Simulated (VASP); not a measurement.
# La5O8 (a cell with a defect) in VASP: single point with LDA

Aim: the single point of La5O8 (a cell with a defect) with LDA.

Program: VASP 6.6.1. These are calculated values, not measurements. Logs are shortened: lines on timing, memory, paths and dates and some standing lists are left out, and cuts for length are marked.

### 1 The cell of the first run

The cell holds a defect, 39 atoms: a = 7.881 Å, b = 7.881 Å, c = 12.376 Å, α = 90.00°, β = 90.00°, γ = 120.00°.

### 2 Single point, LDA

Input file INCAR:

```
ALGO     = Normal         # electronic algorithm
EDIFF    = 1E-6           # SCF threshold, eV
ENCUT    = 520            # plane-wave cutoff, eV
GGA      = CA             # functional
GGA_COMPAT= F            
ISIF     = 2              # what is computed and relaxed
ISMEAR   = -1             # smearing method
LASPH    = T              # aspherical terms in the spheres
LCHARG   = F              # write CHGCAR
LMAXMIX  = 6              # l up to which the mixer works
LREAL    = Auto         
LWAVE    = F              # write WAVECAR
NBANDS   = 180            # bands
NELECT   = 312.0        
NELM     = 200            # most SCF steps
PREC     = Accurate       # precision mode
SIGMA    = 0.01           # smearing width, eV
```

Input file KPOINTS:

```
Automatic mesh
0
Gamma
  1 1 1
  0.25 0.25 0.25
```

Input file POSCAR:

```
La5O8
1.0
    7.8811453700     -0.0000000600      0.0000000000
   -3.9405726400      6.8252721300      0.0000000000
    0.0000000000      0.0000000000     12.3757188400
La O
15 24
Direct
    0.3316095600      0.1671379100      0.3785801500
    0.1659348700      0.3332314700      0.1112640700
    0.3376412700      0.1628009000      0.8688218000
    0.3326933600      0.6595241000      0.3773077500
    0.1625258300      0.8324974500      0.1221823700
    0.3367450800      0.6700901200      0.8694859400
    0.1680976500      0.8331346800      0.6225155700
    0.8406297400      0.1672943600      0.3774358700
    0.6665300800      0.3363781400      0.1222775500
    0.8291488700      0.1622362400      0.8691649200
    0.6670577100      0.3317935800      0.6223451500
    0.8355180000      0.6637753600      0.3762715900
    0.6675052000      0.8322482500      0.1217470500
    0.8345902900      0.6649172500      0.8804468900
    0.6651596700      0.8324655600      0.6223664100
    0.3301053600      0.1687922900      0.1693027000
    0.1667611700      0.3331466600      0.3181414600
   -0.0147161700     -0.0286678700      0.0057738100
    0.3474287900      0.1525815400      0.6794342600
    0.1667224900      0.3324866500      0.8727026900
   -0.0109867700     -0.0304149400      0.4778223800
    0.3307167500      0.6575913800      0.1683832700
    0.1833175600      0.8411184600      0.3153736300
   -0.0139670600      0.5131861700      0.0052239800
    0.3454753600      0.6892974600      0.6819601700
    0.1618324700      0.8313615500      0.8242399000
   -0.0134185400      0.5115940100      0.4791129100
    0.8419887100      0.1689743100      0.1688591800
    0.6577222800      0.3157728200      0.3157240000
    0.5000178700      0.0005800500     -0.0065978000
    0.8090298700      0.1525962400      0.6814005800
    0.6689957900      0.3380032900      0.8237806100
    0.5011693500     -0.0042745600      0.4970337500
    0.8340721200      0.6649779000      0.1804367800
    0.6583505000      0.8413584300      0.3157594600
    0.5279307100      0.5130344700      0.0053898500
    0.8348528500      0.6648648400      0.6765309200
    0.6692151000      0.8296214500      0.8243951800
    0.5306494100      0.5122035500      0.4786091600
```

Potentials or basis: VASP PAW LDA potentials, release 64 (La, O).

On the command line:

```sh
> cat potpaw_LDA.64/La/POTCAR potpaw_LDA.64/O/POTCAR > POTCAR
> mpirun -np 1 vasp_std > vasp.out
```

OUTCAR:

```text
EDIFF = 1E-6
   ENCUT = 520
   GGA = CA
   ISIF = 2
   ISMEAR = -1
   LASPH = T
   LREAL = Auto
   NELECT = 312.0
   NELM = 200
   PREC = Accurate

 ion  position               nearest neighbor table
   1  0.332  0.167  0.379-  29 2.36  23 2.36  17 2.38  16 2.59  21 2.65  39 2.67  33 2.75
   2  0.166  0.333  0.111-  28 2.32  22 2.32  16 2.36  17 2.56  24 2.78  18 2.79  36 2.80
   3  0.338  0.163  0.869-  20 2.33  26 2.33  32 2.33  19 2.35  30 2.70
   4  0.333  0.660  0.377-  17 2.34  35 2.35  23 2.39  22 2.59  39 2.68  27 2.68  33 2.73
   5  0.163  0.832  0.122-  34 2.36  16 2.37  23 2.40  22 2.41  18 2.60  24 2.62  30 2.80
   6  0.337  0.670  0.869-  20 2.30  25 2.32  38 2.34  26 2.36  30 2.73
   7  0.168  0.833  0.623-  19 2.30  25 2.32  37 2.37  26 2.50  33 2.75  21 2.81
   8  0.841  0.167  0.377-  17 2.34  35 2.36  29 2.39  28 2.58  27 2.67  21 2.68  33 2.75
   9  0.667  0.336  0.122-  34 2.36  16 2.37  29 2.40  28 2.41  36 2.60  24 2.62  30 2.79
  10  0.829  0.162  0.869-  20 2.30  31 2.33  38 2.34  32 2.36  30 2.72
  11  0.667  0.332  0.622-  19 2.30  31 2.32  37 2.37  32 2.49  33 2.77  39 2.81  27 2.81
  12  0.836  0.664  0.376-  34 2.42  27 2.43  39 2.44  21 2.44  23 2.49  29 2.49  35 2.53
  13  0.668  0.832  0.122-  22 2.37  28 2.37  34 2.39  35 2.40  18 2.61  36 2.62  30 2.79
  14  0.835  0.665  0.880-  32 2.34  26 2.34  38 2.36  37 2.52  24 2.58  36 2.60  18 2.60
  15  0.665  0.832  0.622-  25 2.31  31 2.31  37 2.40  38 2.50  33 2.72  39 2.83
  16  0.330  0.169  0.169-   2 2.36   5 2.37   9 2.37   1 2.59
  17  0.167  0.333  0.318-   8 2.34   4 2.34   1 2.38   2 2.56
[... 8 lines left out ...]
  26  0.162  0.831  0.824-   3 2.33  14 2.34   6 2.36   7 2.50
  27  0.987  0.512  0.479-  12 2.43   8 2.67   4 2.68  11 2.81
  28  0.842  0.169  0.169-   2 2.32  13 2.37   9 2.41   8 2.58
  29  0.658  0.316  0.316-   1 2.36   8 2.39   9 2.40  12 2.49
  30  0.500  0.001  0.993-   3 2.70  10 2.72   6 2.73  13 2.79   9 2.79   5 2.80
  31  0.809  0.153  0.681-  15 2.31  11 2.32  10 2.33
  32  0.669  0.338  0.824-   3 2.33  14 2.34  10 2.36  11 2.49
  33  0.501  0.996  0.497-  15 2.72   4 2.73   8 2.75   1 2.75   7 2.75  11 2.77
  34  0.834  0.665  0.180-   5 2.36   9 2.36  13 2.39  12 2.42
  35  0.658  0.841  0.316-   4 2.35   8 2.36  13 2.40  12 2.53
  36  0.528  0.513  0.005-   9 2.60  14 2.60  13 2.62   2 2.80
  37  0.835  0.665  0.677-  11 2.37   7 2.37  15 2.40  14 2.52
  38  0.669  0.830  0.824-  10 2.34   6 2.34  14 2.36  15 2.50
  39  0.531  0.512  0.479-  12 2.44   1 2.67   4 2.68  11 2.81  15 2.83

  LATTYP: Found a hexagonal cell.
 ALAT       =     7.8811453700
 C/A-ratio  =     1.5702944507

  Lattice vectors:

 A1 = (   7.8811453700,  -0.0000000600,   0.0000000000)
 A2 = (  -3.9405726400,   6.8252721300,   0.0000000000)
 A3 = (   0.0000000000,   0.0000000000,  12.3757188400)

Analysis of symmetry for initial positions (statically):
=====================================================================
 Subroutine PRICEL returns:
 Original cell was already a primitive cell.

 Routine SETGRP: Setting up the symmetry group for a
 hexagonal supercell.

 Subroutine GETGRP returns: Found  1 space group operations
 (whereof  1 operations were pure point group operations)
 out of a pool of 24 trial point group operations.

The static configuration has the point symmetry C_1 .

Analysis of symmetry for dynamics (positions and initial velocities):
=====================================================================
 Subroutine PRICEL returns:
 Original cell was already a primitive cell.

 Routine SETGRP: Setting up the symmetry group for a
 hexagonal supercell.

 Subroutine GETGRP returns: Found  1 space group operations
 (whereof  1 operations were pure point group operations)
 out of a pool of 24 trial point group operations.

The dynamic configuration has the point symmetry C_1 .

 Subroutine INISYM returns: Found  1 space group operations
 (whereof  1 operations are pure point group operations),
 and found     1 'primitive' translations

----------------------------------------------------------------------------------------

                                     Primitive cell

  volume of cell :     665.7018

  direct lattice vectors                    reciprocal lattice vectors
     7.881145370 -0.000000060  0.000000000     0.126885111  0.073257152  0.000000000
    -3.940572640  6.825272130  0.000000000     0.000000001  0.146514305  0.000000000
     0.000000000  0.000000000 12.375718840     0.000000000  0.000000000  0.080803387
[... 88 lines left out ...]

 KPOINTS: Automatic mesh

Automatic generation of k-mesh.
 Grid dimensions read from file:
 generate k-points for:    1    1    1

 Generating k-lattice:

  Cartesian coordinates                     Fractional coordinates (reciprocal lattice)
     0.126885111  0.073257152  0.000000000     1.000000000  0.000000000  0.000000000
     0.000000001  0.146514305  0.000000000     0.000000000  1.000000000  0.000000000
     0.000000000  0.000000000  0.080803387     0.000000000  0.000000000  1.000000000

  Length of vectors
     0.146514305  0.146514305  0.080803387

  Shift w.r.t. Gamma in fractional coordinates (k-lattice)
     0.250000000  0.250000000  0.250000000

 Subroutine IBZKPT returns following result:
 ===========================================

 Found      6 irreducible k-points:

 Following reciprocal coordinates:
            Coordinates               Weight
  0.250000  0.250000  0.250000      2.000000
 -0.250000  0.500000  0.250000      2.000000
  0.500000  0.250000  0.250000      2.000000
 -0.250000 -0.250000  0.250000      2.000000
  0.250000  0.500000  0.250000      2.000000
  0.500000 -0.250000  0.250000      2.000000
   k-points           NKPTS =      6   k-points in BZ     NKDIM =      6   number of bands    NBANDS=    180
   number of dos      NEDOS =    301   number of ions     NIONS =     39
   total plane-waves  NPLWV = 345600
   dimension x,y,z NGX =    60 NGY =   60 NGZ =   96
   dimension x,y,z NGXF=   120 NGYF=  120 NGZF=  192
   ions per type =              15  24
   NGX,Y,Z   is equivalent  to a cutoff of  12.66, 12.66, 12.90 a.u.
   NGXF,Y,Z  is equivalent  to a cutoff of  25.31, 25.31, 25.79 a.u.
 SYSTEM =  unknown system
   PREC   = accura    normal or accurate (medium, high low for compatibility)
   ISTART =      0    job   : 0-new  1-cont  2-samecut
   ICHARG =      2    charge: 1-file 2-atom 10-const
   ISPIN  =      1    spin polarized calculation?
   LNONCOLLINEAR =      F non collinear calculations
   LSORBIT =      F    spin-orbit coupling
   LASPH  =      T    aspherical Exc in radial PAW
   ENCUT  =  520.0 eV  38.22 Ry    6.18 a.u.  14.65 14.65 23.01*2*pi/ulx,y,z
   NELM   =    200;   NELMIN=  2; NELMDL= -5     # of ELM steps
   EDIFF  = 0.1E-05   stopping-criterion for ELM
   LREAL  =      T    real-space projection
   EDIFFG = 0.1E-04   stopping-criterion for IOM
   NSW    =      0    number of steps for IOM
   IBRION =     -1    ionic relax: 0-MD 1-quasi-New 2-CG
   NFREE  =      0    steps in history (QN), initial steepest desc. (CG)
   ISIF   =      2    stress and relaxation
   ISYM   =      2    0-nonsym 1-usesym 2-fastsym
   POTIM  = 0.5000    time-step for ionic-motion
   TEBEG  =    0.0;   TEEND  =   0.0 temperature during run
   PSTRESS=    0.0 pullay stress
   NELECT =     312.0000    total number of electrons
   NUPDOWN=      -1.0000    fix difference up-down
   EMIN   =  10.00;   EMAX   =-10.00  energy-range for DOS
   EFERMI =   0.00;   METHOD = LEGACY
   ISMEAR =    -1;   SIGMA  =   0.01  broadening in eV -4-tet -1-fermi 0-gaus
   EFERMI_NEDOS =   21; number of points for ismear=-14 and -15
   IALGO  =     38    algorithm
   IMIX   =      4    mixing-type and parameters
     AMIX     =   0.40;   BMIX     =  1.00
     AMIX_MAG =   1.60;   BMIX_MAG =  1.00
  volume/ion in A,a.u.               =      17.07       115.19
  Fermi-wavevector in a.u.,A,eV,Ry     =   1.271647  2.403064 22.001780  1.617085
  Thomas-Fermi vector in A             =   2.404568
   LORBIT       =      0    0 simple, 1 ext, 2 COOP (PROOUT), +10 PAW based schemes
   GGA     = CA    functional components
   LHFCALC =     F    Hartree Fock is set to
   AEXX    =    0.0000 exact exchange contribution
   IVDW    =     0    specifies the selected vdW correction
   LEPSILON=     F    determine dielectric tensor
   LRPA    =     F    only Hartree local field effects (RPA)
 non-spin polarized calculation
  energy-cutoff  :      520.00
  volume of cell :      665.70
 maximum number of plane-waves:     17910
 NGX is ok and might be reduce to    60
   NGX = 29   NGY = 29   NGZ = 47

 number of electron     311.9999989 magnetization

 Free energy of the ion-electron system (eV)
  ---------------------------------------------------
  ext. energy  EPLUGINS =         0.00000000
  ---------------------------------------------------
  free energy    TOTEN  =      -333.38576484 eV

  energy without entropy =     -333.38576484  energy(sigma->0) =     -333.38576484

 E-fermi :   5.3360     XC(G=0): -10.6335

 val. band max:        5.0145478388   @ k =   0.5000  -0.2500   0.2500
 cond. band min:       8.6754659729   @ k =  -0.2500   0.5000   0.2500
 fundamental gap:      3.6609181341
 Fermi energy:         5.3359646780

 k-point     1 :       0.2500    0.2500    0.2500
  band No.  band energies     occupation
      1     -24.8167      2.00000
      2     -24.7774      2.00000
      3     -24.7402      2.00000
      4     -24.7221      2.00000
      5     -24.7120      2.00000
      6     -24.6887      2.00000
[... 1015 lines left out ...]
    167       9.4158      0.00000
    168       9.4532      0.00000
 [bands above 168 left out]

------------------------ aborting loop because EDIFF is reached ----------------------------------------

  FORCE on cell =-STRESS in cart. coord.  units (eV):
  Direction    XX          YY          ZZ          XY          YZ          ZX
  --------------------------------------------------------------------------------------
  -------------------------------------------------------------------------------------
  Total       -1.5132512     -0.4022795     -0.3827543      1.0966676      0.5276018     -0.9729359
  in kB       -3.6420160     -0.9681860     -0.9211936      2.6394040      1.2698052     -2.3416127
  external PRESSURE =      -1.8437985 kB  Pullay stress =       0.0000000 kB

 VOLUME and BASIS-vectors are now :
 -----------------------------------------------------------------------------
  energy-cutoff  :      520.00
  volume of cell :      665.70
      direct lattice vectors                 reciprocal lattice vectors
     7.881145370 -0.000000060  0.000000000     0.126885111  0.073257152  0.000000000
    -3.940572640  6.825272130  0.000000000     0.000000001  0.146514305  0.000000000
     0.000000000  0.000000000 12.375718840     0.000000000  0.000000000  0.080803387

 POSITION                                       TOTAL-FORCE (eV/Angst)
 -----------------------------------------------------------------------------------
      1.95484      1.14076      4.68520        -0.075665      0.031656     -0.259379
     -0.00537      2.27440      1.37697         0.084511     -0.045182      0.155715
      2.01947      1.11116     10.75229        -0.041646      0.023967     -0.152157
      0.02310      4.50143      4.66945        -0.094395      0.067419     -0.184286
     -1.99963      5.68202      1.51209         0.090388     -0.104231      0.140565
      0.01340      4.57355     10.76051        -0.086492      0.091528     -0.162334
[... 31 lines left out ...]
      2.00500      5.66239     10.20248         0.051123     -0.031867     -0.020083
      2.16375      3.49593      5.92313         0.105059      0.103802     -0.139193
 -----------------------------------------------------------------------------------
    total drift:                               -0.011774      0.011771      0.019174

  FREE ENERGIE OF THE ION-ELECTRON SYSTEM (eV)
  ---------------------------------------------------
  free  energy   TOTEN  =      -333.3857648361 eV

  energy  without entropy=     -333.3857648361  energy(sigma->0) =     -333.38576484
```

Wall time 70 min (1 thread of Oxide Virtual Turin-like, shared host); peak memory 0.77 GiB.

Results:

```
Free energy   : -333.3858 eV
Largest force : 0.354 eV/Å
```

Forces in eV/Å, atoms in the order of the input:
```
La  -0.076  0.032 -0.259
La   0.085 -0.045  0.156
La  -0.042  0.024 -0.152
La  -0.094  0.067 -0.184
La   0.090 -0.104  0.141
La  -0.086  0.092 -0.162
La   0.110 -0.044  0.186
La  -0.104  0.043 -0.187
La   0.136 -0.022  0.138
La  -0.124  0.028 -0.164
La   0.090 -0.075  0.188
La  -0.095  0.061 -0.072
La   0.148 -0.085  0.181
La  -0.081  0.044 -0.119
La  -0.034  0.017  0.271
O   -0.109  0.067 -0.037
O    0.109 -0.067  0.011
O    0.012 -0.076  0.048
O    0.222 -0.128  0.197
O    0.077 -0.045  0.141
O   -0.036 -0.140 -0.135
O   -0.106  0.070  0.004
O    0.091 -0.080  0.010
O   -0.055  0.034  0.034
O    0.022  0.343  0.085
O    0.098 -0.042 -0.011
O   -0.180  0.103 -0.209
O   -0.114  0.054  0.002
O    0.116 -0.038  0.009
O    0.021 -0.009 -0.026
O   -0.280 -0.183  0.091
O    0.080 -0.068 -0.008
O   -0.013  0.008 -0.001
O   -0.105  0.060 -0.016
O    0.105 -0.062 -0.044
O    0.076  0.028  0.049
O   -0.108  0.065  0.004
O    0.051 -0.032 -0.020
O    0.105  0.104 -0.139
```

Caveat: the cell carries a net charge on a neutralising background, which shifts energy and pressure; the cell is charged against a uniform background, so pressure and absolute levels hang on convention; spin-orbit coupling is left out, which moves the levels of the heavy elements.
